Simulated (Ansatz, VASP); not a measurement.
## One calculation of Bi2Se3, two programs

INCAR

```
SYSTEM = Bi2Se3
PREC     = Accurate       ! precision mode
ENCUT    = 520            ! plane-wave cutoff, eV
EDIFF    = 1E-6           ! SCF threshold, eV
ISMEAR   = 0              ! smearing method
SIGMA    = 0.03           ! smearing width, eV
LREAL    = .False.        ! projectors in reciprocal space
LASPH    = .True.         ! aspherical terms in the spheres
NELM     = 80             ! most SCF steps
ALGO     = Normal         ! electronic algorithm
ISIF     = 2              ! what is computed and relaxed
LWAVE    = .False.        ! write WAVECAR
LCHARG   = .False.        ! write CHGCAR
GGA      = PS             ! functional
NBANDS   = 32             ! bands
```

The input KPOINTS:

```
Automatic mesh
0
Gamma
  12 12 12
  0 0 0
```

Contents of POSCAR:

```
Bi2Se3
1.0
    2.0714992968      1.1959806766      9.9271432000
   -2.0714992968      1.1959806766      9.9271432000
    0.0000000000     -2.3919613533      9.9271432000
Bi Se
2 3
Direct
    0.4008000000      0.4008000000      0.4008000000
    0.5992000000      0.5992000000      0.5992000000
    0.0000000000      0.0000000000      0.0000000000
    0.2117000000      0.2117000000      0.2117000000
    0.7883000000      0.7883000000      0.7883000000
```

Input for Ansatz:

```yaml
crystal:
  lattice:
    - [2.0714992968, 1.1959806766, 9.9271432]
    - [-2.0714992968, 1.1959806766, 9.9271432]
    - [0.0, -2.3919613533, 9.9271432]
  atoms:
    - { symbol: Bi, position: [0.4008, 0.4008, 0.4008] }
    - { symbol: Bi, position: [0.5992, 0.5992, 0.5992] }
    - { symbol: Se, position: [0.0, 0.0, 0.0] }
    - { symbol: Se, position: [0.2117, 0.2117, 0.2117] }
    - { symbol: Se, position: [0.7883, 0.7883, 0.7883] }
basis:
  ecutwfc: 420
kpoints:
  mp_grid: { grid: [12, 12, 12] }
hamiltonian:
  xc: pbesol
scf:
  occupations: { method: gaussian, width: 0.03 }
output:
  forces: true
  stress: true
  eigenvalues: true
```

Change from the starting cell: strain +0.000 along x and y, +0.040 along z, atoms carried along.

Alike in both runs: task single point; functional PBEsol; k mesh 12 × 12 × 12; occupations gaussian, width 0.03 eV; no spin polarisation.

|  | VASP | Ansatz |
| --- | --- | --- |
| version | VASP 6.6.1 | Ansatz 0.2.0 |
| potentials or method | VASP PAW PBE potentials, release 64 (Bi_d, Se), cutoff 520 eV | scalar-relativistic, plane waves, PAW |
| valence electrons in the cell | 48 | 78 |

|  | VASP | Ansatz | Ansatz less VASP |
| --- | --- | --- | --- |
| gap on the k mesh at the Fermi level (eV) | 0.29 | 0.29 | +0.002 |
| least direct gap on the mesh (eV) | 0.29 | 0.29 | +0.002 |
| pressure (GPa) | -2.5 | -2.5 | -0.03 |
| traceless stress, the component that is largest in VASP (GPa) | -1.02 | -1.03 | -0.003 |
| rms of the force components (eV/Å) | 0.122 | 0.127 | +0.0046 |

VASP's potentials were made for PBE, not for PBEsol. Atom by atom the forces differ by 0.007 eV/Å (rms over components). With one functional, cell and mesh, what is left measures potentials, basis and numerics. VASP's potentials hold 48 valence electrons a cell and Ansatz's 78, so a difference there can come from the potentials and not from the codes.

Neither program's run includes spin-orbit coupling.
